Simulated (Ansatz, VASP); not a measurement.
Two plane-wave programs on SiC

```
CELL_PARAMETERS angstrom
3.09412 0.00000 0.00000
-1.54706 2.67959 0.00000
0.00000 0.00000 10.12934
ATOMIC_POSITIONS crystal
Si 0.66667 0.33333 0.93784
Si 0.33333 0.66667 0.43784
Si 0.00000 0.00000 0.68790
Si 0.00000 0.00000 0.18790
C 0.66667 0.33333 0.74981
C 0.33333 0.66667 0.24981
C 0.00000 0.00000 0.50045
C 0.00000 0.00000 0.00045
```

Alike in both runs: functional PBE; k mesh 12 × 12 × 4; occupations gaussian, width 0.02 eV; no spin polarisation.

Ansatz relaxed the structure, and its values are those at the end. VASP's run is a single point on that final structure, the one shown.

```csv
,VASP,Ansatz
version,VASP 6.6.1,Ansatz 0.2.0
potentials or method,"VASP PAW PBE potentials, release 64 (Si, C), cutoff 520 eV","scalar-relativistic, plane waves, PAW"
valence electrons in the cell,32,32
```

|  | VASP | Ansatz | Ansatz less VASP |
| --- | --- | --- | --- |
| gap on the k mesh at the Fermi level (eV) | 2.22 | 2.22 | +0.001 |
| least direct gap on the mesh (eV) | 3.34 | 3.34 | +0.002 |
| pressure (GPa) | 0.0 | 0.0 | +0.05 |
